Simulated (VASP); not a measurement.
The system is KMgF3.

```
K Mg F
1.0
     3.98590    0.00000    0.00000
     0.00000    3.98590    0.00000
     0.00000    0.00000    3.98590
K Mg F
1 1 3
Direct
  0.50000 0.50000 0.50000
  0.00000 0.00000 0.00000
  0.50000 0.00000 0.00000
  0.00000 0.50000 0.00000
  0.00000 0.00000 0.50000
```

| Quantity | Value |
| --- | --- |
| Program | VASP 6.6.1 |
| Task | relaxation of cell and atoms |
| Functional | PBE |
| Potentials or basis | VASP PAW PBE potentials, release 64 (K_sv, Mg, F) |
| Cutoff | 600 eV |
| k mesh | 6 × 6 × 6 |
| Occupations | gaussian, width 0.01 eV |
| Spin | no spin polarisation |

At the start: pressure 3.2 GPa; volume 12.67 Å³/atom.

**Question.** Where does the relaxation end?

**Answer.** Over 3 steps the energy falls by 5.5 meV/atom and the volume is 13.24 Å³/atom (+4.5 %); space group Pm-3m (No. 221, to 0.1 Å) before and after.

The path:
```csv
step,energy change (eV),largest force (eV/Å),pressure (GPa),volume (Å³)
1,0.0000,0.0000,3.25,63.33
2,-0.0269,0.0000,0.47,65.71
3,-0.0276,0.0000,-0.02,66.18
```

Final structure:
```cif
data_structure
_symmetry_space_group_name_H-M 'P 1'
_symmetry_Int_Tables_number 1
_cell_length_a 4.0450
_cell_length_b 4.0450
_cell_length_c 4.0450
_cell_angle_alpha 90.000
_cell_angle_beta 90.000
_cell_angle_gamma 90.000
_cell_volume 66.18
loop_
_atom_site_label
_atom_site_type_symbol
_atom_site_fract_x
_atom_site_fract_y
_atom_site_fract_z
_atom_site_occupancy
K1 K 0.50000 0.50000 0.50000 1
Mg1 Mg 0.00000 0.00000 0.00000 1
F1 F 0.50000 0.00000 0.00000 1
F2 F 0.00000 0.50000 0.00000 1
F3 F 0.00000 0.00000 0.50000 1
```
